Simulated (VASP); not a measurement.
## ZnO: single point with PBE

Crystal: ZnO.

```
Zn O
1.0
     2.65188    0.00000    0.00000
     0.00000    2.65188    0.00000
     0.00000    0.00000    2.65188
Zn O
1 1
Direct
  0.00000 0.00000 0.00000
  0.50000 0.50000 0.50000
```

```yaml
Program: VASP 6.6.1
Task: single point
Functional: PBE
Potentials_or_basis: VASP PAW PBE potentials, release 64 (Zn, O)
Cutoff: 600 eV
k_mesh: 10 × 10 × 10
Occupations: fermi-dirac, width 0.05 eV
Spin: no spin polarisation
```

- Pressure: 7.7 GPa
- Band gap on the k mesh: zero (bands 9 and 10 overlap by 0.64 eV)

Levels at points of the mesh, in eV from the Fermi level:
| k point | band 6 | band 7 | band 8 | band 9 | band 10 | band 11 | band 12 | band 13 |
| --- | --- | --- | --- | --- | --- | --- | --- | --- |
| (0.00, 0.00, 0.00) | -5.52 | -1.45 | -1.45 | -1.45 | -0.80 | 14.17 | 14.17 | 17.74 |
| (0.50, 0.00, 0.00) | -5.48 | -4.67 | -0.16 | -0.16 | 5.10 | 6.63 | 15.82 | 15.82 |
| (0.50, 0.50, 0.00) | -5.26 | -5.26 | -5.25 | -0.35 | 2.59 | 10.20 | 10.20 | 15.92 |
| (0.50, 0.50, 0.50) | -5.23 | -1.57 | -1.57 | -1.57 | 5.38 | 5.38 | 5.38 | 9.67 |

Run time: 13 s on 1 thread of AMD EPYC 7R13 Processor (Zen 3), on a shared host, peak memory 0.12 GiB.

Caveat: the cell stands under pressure; semilocal functionals underestimate gaps, so a narrow gap can read as zero.
